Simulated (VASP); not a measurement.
# Pd (Fm-3m) in VASP: further runs, part 2 of 2

VASP 6.6.1.

**3. Single point, PBEsol**

This run uses another cell than the first one, of 13.95 Å³/atom, 1.019 times its volume.

INCAR reads:

```
SYSTEM = Pd
PREC = Accurate
ENCUT = 520
EDIFF = 1E-7
ISMEAR = -1
SIGMA = 0.1
LREAL = .False.
LASPH = .True.
NELM = 60
ALGO = Normal
ISIF = 2
LWAVE = .False.
LCHARG = .False.
GGA = PS
NBANDS = 11
```

KPOINTS reads:

```
regular mesh
0
Gamma
  24 24 24
  0 0 0
```

POSCAR reads:

```
Pd
1.0
    0.0000000000      1.9107146436      1.9107146436
    1.9107146436      0.0000000000      1.9107146436
    1.9107146436      1.9107146436      0.0000000000
Pd
1
Direct
    0.0000000000      0.0000000000      0.0000000000
```

Potentials or basis: VASP PAW PBE potentials, release 64 (Pd).

On the command line:

```console
cat potpaw_PBE.64/Pd/POTCAR > POTCAR
mpirun -np 1 vasp_std > vasp.out
```

OUTCAR:

```text
SYSTEM = Pd
   PREC = Accurate
   ENCUT = 520
   EDIFF = 1E-7
   ISMEAR = -1
   LREAL = .False.
   LASPH = .True.
   NELM = 60
   ISIF = 2
   GGA = PS

 ion  position               nearest neighbor table
   1  0.000  0.000  0.000-

  LATTYP: Found a face centered cubic cell.
 ALAT       =     3.8214292872

  Lattice vectors:

 A1 = (   0.0000000000,   1.9107146436,   1.9107146436)
 A2 = (   1.9107146436,   0.0000000000,   1.9107146436)
 A3 = (   1.9107146436,   1.9107146436,   0.0000000000)

Analysis of symmetry for initial positions (statically):
=====================================================================
 Subroutine PRICEL returns:
 Original cell was already a primitive cell.

 Routine SETGRP: Setting up the symmetry group for a
 face centered cubic supercell.

 Subroutine GETGRP returns: Found 48 space group operations
 (whereof 48 operations were pure point group operations)
 out of a pool of 48 trial point group operations.

The static configuration has the point symmetry O_h .

Analysis of symmetry for dynamics (positions and initial velocities):
=====================================================================
 Subroutine PRICEL returns:
 Original cell was already a primitive cell.

 Routine SETGRP: Setting up the symmetry group for a
 face centered cubic supercell.

 Subroutine GETGRP returns: Found 48 space group operations
 (whereof 48 operations were pure point group operations)
 out of a pool of 48 trial point group operations.

The dynamic configuration has the point symmetry O_h .

 Subroutine INISYM returns: Found 48 space group operations
 (whereof 48 operations are pure point group operations),
 and found     1 'primitive' translations

----------------------------------------------------------------------------------------

                                     Primitive cell

  volume of cell :      13.9514

[... 104 lines left out ...]
   IMIX   =      4    mixing-type and parameters
     AMIX     =   0.40;   BMIX     =  1.00
     AMIX_MAG =   1.60;   BMIX_MAG =  1.00
  volume/ion in A,a.u.               =      13.95        94.15
  Fermi-wavevector in a.u.,A,eV,Ry     =   1.465106  2.768649 29.205383  2.146535
  Thomas-Fermi vector in A             =   2.581002
   LORBIT       =      0    0 simple, 1 ext, 2 COOP (PROOUT), +10 PAW based schemes
   GGA     = PS    functional components
   LHFCALC =     F    Hartree Fock is set to
   AEXX    =    0.0000 exact exchange contribution
   IVDW    =     0    specifies the selected vdW correction
   LEPSILON=     F    determine dielectric tensor
   LRPA    =     F    only Hartree local field effects (RPA)
 non-spin polarized calculation
  energy-cutoff  :      520.00
  volume of cell :       13.95
 maximum number of plane-waves:       388
   NGX =  9   NGY =  9   NGZ =  9

 number of electron      10.0000004 magnetization

 Free energy of the ion-electron system (eV)
  ---------------------------------------------------
  ext. energy  EPLUGINS =         0.00000000
  ---------------------------------------------------
  free energy    TOTEN  =        -5.97779702 eV

  energy without entropy =       -5.91835515  energy(sigma->0) =       -5.94807609

 E-fermi :  10.6288     XC(G=0): -13.7291

 val. band max:       10.6246375979   @ k =  -0.3750   0.3750   0.1250
 cond. band min:      10.6309289275   @ k =   0.4583   0.1667   0.0000
 fundamental gap:      0.0062913296
 Fermi energy:        10.6287914818

 k-point     1 :       0.0000    0.0000    0.0000
  band No.  band energies     occupation
      1       2.9092      2.00000
      2       7.4758      2.00000
      3       7.4758      2.00000
      4       7.4758      2.00000
      5       9.2606      2.00000
      6       9.2606      2.00000
      7      27.7306      0.00000
      8      32.8200      0.00000
      9      32.8200      0.00000
     10      32.8200      0.00000
     11      36.4879      0.00000
[... 309 lines left out ...]
 k-point    24 :       0.4583    0.0417    0.0000
  band No.  band energies     occupation
      1       4.8698      2.00000
      2       7.4069      2.00000
      3       7.4980      2.00000
      4       9.9290      1.99817
      5      10.5528      1.36258
      6      11.4336      0.00064
      7      18.9776      0.00000
      8      27.2815      0.00000
      9      32.0150      0.00000
     10      32.3089      0.00000
     11      36.5273      0.00000

 [... further k-points ...]
[... 5 lines left out ...]
  --------------------------------------------------------------------------------------
  -------------------------------------------------------------------------------------
  Total        0.8379772      0.8379772      0.8379772      0.0000000      0.0000000      0.0000000
  in kB       96.2332823     96.2332823     96.2332823      0.0000000      0.0000000      0.0000000
  external PRESSURE =      96.2332823 kB  Pullay stress =       0.0000000 kB

 VOLUME and BASIS-vectors are now :
 -----------------------------------------------------------------------------
  energy-cutoff  :      520.00
  volume of cell :       13.95
      direct lattice vectors                 reciprocal lattice vectors
     0.000000000  1.910714644  1.910714644    -0.261682194  0.261682194  0.261682194
     1.910714644  0.000000000  1.910714644     0.261682194 -0.261682194  0.261682194
     1.910714644  1.910714644  0.000000000     0.261682194  0.261682194 -0.261682194

 POSITION                                       TOTAL-FORCE (eV/Angst)
 -----------------------------------------------------------------------------------
      0.00000      0.00000      0.00000         0.000000      0.000000      0.000000
 -----------------------------------------------------------------------------------
    total drift:                                0.000000      0.000000      0.000000

  FREE ENERGIE OF THE ION-ELECTRON SYSTEM (eV)
  ---------------------------------------------------
  free  energy   TOTEN  =        -5.9777970224 eV

  energy  without entropy=       -5.9183551527  energy(sigma->0) =       -5.94807609
```

OSZICAR:

```text
N       E                     dE             d eps       ncg     rms          rms(c)
DAV:   1     0.421864999206E+02    0.42186E+02   -0.51924E+03  9134   0.859E+02
DAV:   2    -0.581431802708E+01   -0.48001E+02   -0.46459E+02 10190   0.185E+02
DAV:   3    -0.637148112772E+01   -0.55716E+00   -0.55534E+00 10930   0.213E+01
DAV:   4    -0.637375694552E+01   -0.22758E-02   -0.22755E-02 11096   0.142E+00
DAV:   5    -0.637377883323E+01   -0.21888E-04   -0.21889E-04 11865   0.128E-01    0.978E+00
DAV:   6    -0.599835950850E+01    0.37542E+00   -0.14178E+00 11270   0.988E+00    0.447E+00
DAV:   7    -0.598327469834E+01    0.15085E-01   -0.54400E-02 12123   0.151E+00    0.221E+00
DAV:   8    -0.597788530596E+01    0.53894E-02   -0.31453E-03 11290   0.568E-01    0.145E-01
DAV:   9    -0.597779145800E+01    0.93848E-04   -0.42843E-04 11747   0.177E-01    0.171E-02
DAV:  10    -0.597779771364E+01   -0.62556E-05   -0.50766E-06 11486   0.198E-02    0.135E-02
DAV:  11    -0.597779698279E+01    0.73085E-06   -0.95864E-08 11207   0.314E-03    0.102E-03
DAV:  12    -0.597779702235E+01   -0.39559E-07   -0.41855E-09  7690   0.385E-04
   1 F= -.59777970E+01 E0= -.59480761E+01  d E =-.594419E-01
```

stdout:

```text
POSCAR found type information on POSCAR Pd
 POSCAR found :  1 types and       1 ions
 scaLAPACK will be used
 -----------------------------------------------------------------------------
|                                                                             |
|                                                                             |
|     You enforced a specific xc type in the INCAR file but a different       |
|     I HOPE YOU KNOW WHAT YOU ARE DOING!                                     |
|                                                                             |
 -----------------------------------------------------------------------------

 LDA part: xc-table for (Slater+PW92), standard interpolation
 POSCAR, INCAR and KPOINTS ok, starting setup
 FFT: planning ... GRIDC
 FFT: planning ... GRID_SOFT
 FFT: planning ... GRID
 WAVECAR not read
 entering main loop
```

It took 57 s on 1 thread of Intel Xeon Platinum 8259CL at 2.50GHz (Skylake/Cascade Lake), shared host; peak memory 0.18 GiB.

Results:

```
Free energy            : -5.9778 eV
Pressure               : 9.6 GPa
Band gap on the k mesh : zero (band 5 reaches 10.93 eV, above the bottom of band 6 at 9.18 eV)
```

Caveat: the PAW data sets were made with another functional, which shifts forces and pressure a little.
